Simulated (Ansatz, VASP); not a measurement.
Two plane-wave programs on CaH8

```xyz
9
Lattice="2.8533 -3.2618 0.0000 2.8533 3.2618 0.0000 0.0000 0.0000 6.7873" Properties=species:S:1:pos:R:3 pbc="T T T"
Ca    2.8533    0.0000    4.8562
H     2.4754    0.0000    2.2317
H     3.2312    0.0000    2.2317
H     2.8533   -2.8397    6.7216
H     2.8533    2.8397    6.7216
H     1.4266    1.6309    4.7653
H     1.4266   -1.6309    4.7653
H     1.0854    0.0000    6.7381
H     4.6212    0.0000    6.7381
```

Alike in both runs: functional PBE; k mesh 6 × 6 × 4; occupations gaussian, width 0.1 eV; no spin polarisation.

Ansatz relaxed the structure, and its values are those at the end. VASP's run is a single point on that final structure, the one shown.

```csv
,VASP,Ansatz
version,VASP 6.6.1,Ansatz 0.2.0
potentials or method,"VASP PAW PBE potentials, release 64 (Ca_sv, H), cutoff 520 eV","scalar-relativistic, plane waves, PAW"
valence electrons in the cell,18,18
```

Ansatz gave:

| Property | Result |
| --- | --- |
| gap on the k mesh at the Fermi level (eV) | 1.11 |
| least direct gap on the mesh (eV) | 1.47 |
| pressure (GPa) | 0.0 |
| rms of the force components (eV/Å) | 0.005 |

Which values does VASP return?

gap on the k mesh at the Fermi level (eV): 1.11; least direct gap on the mesh (eV): 1.47; pressure (GPa): -0.1; rms of the force components (eV/Å): 0.005.
